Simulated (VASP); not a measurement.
Write the native input for VASP 6.6.1 that does the following.

```
Task                   : single point
Functional             : PBEsol
Potentials or basis    : VASP PAW PBE potentials, release 64 (Sn_d, Se)
Cutoff                 : 520 eV
k mesh                 : 8 × 8 × 8
Occupations            : gaussian, width 0.05 eV
Spin                   : no spin polarisation
Dipole correction      : no
Further INCAR settings : ALGO = Normal; EDIFF = 1e-06; NBANDS = 17
```

The structure of SnSe lies in POSCAR:

```
SnSe
1.0
    0.0000000000      2.9727546651      2.9727546651
    2.7497980652      0.0000000000      2.9727546651
    2.7497980652      2.9727546651      0.0000000000
Sn Se
1 1
Direct
    0.0000000000      0.0000000000      0.0000000000
    0.5000000000      0.5000000000      0.5000000000
```

This cell differs from its parent crystal: strain -0.0750 x Voigt [1, 0, 0, 0, 0, 0].

One way to write it, as run:

INCAR

```
PREC = Accurate
ENCUT = 520
EDIFF = 1E-6
ISMEAR = 0
SIGMA = 0.05
LREAL = F
LASPH = T
NELM = 80
ALGO = Normal
ISIF = 2
LWAVE = F
LCHARG = F
GGA = PS
NBANDS = 17
```

KPOINTS

```
regular mesh
0
Gamma
  8 8 8
```

Potentials or basis: VASP PAW PBE potentials, release 64 (Sn_d, Se).

Run with:

```sh
$ cat potpaw_PBE.64/Sn_d/POTCAR potpaw_PBE.64/Se/POTCAR > POTCAR
$ mpirun -np 1 vasp_std > vasp.out
```

It gave:

```json
{
  "Pressure": "6.3 GPa",
  "Band gap on the k mesh": "0.50 eV, indirect (least direct gap 0.58 eV)"
}
```

Caveat: the cell differs from its parent crystal (strain -0.0750 x Voigt [1, 0, 0, 0, 0, 0]); the PAW data sets were made with another functional, which shifts forces and pressure a little; spin-orbit coupling is left out, which moves the levels of the heavy elements.

Run time: 36 s on 1 thread of Intel(R) Xeon(R) Platinum 8259CL CPU @ 2.50GHz (Skylake/Cascade Lake), on a shared host, peak memory 0.2 GiB.
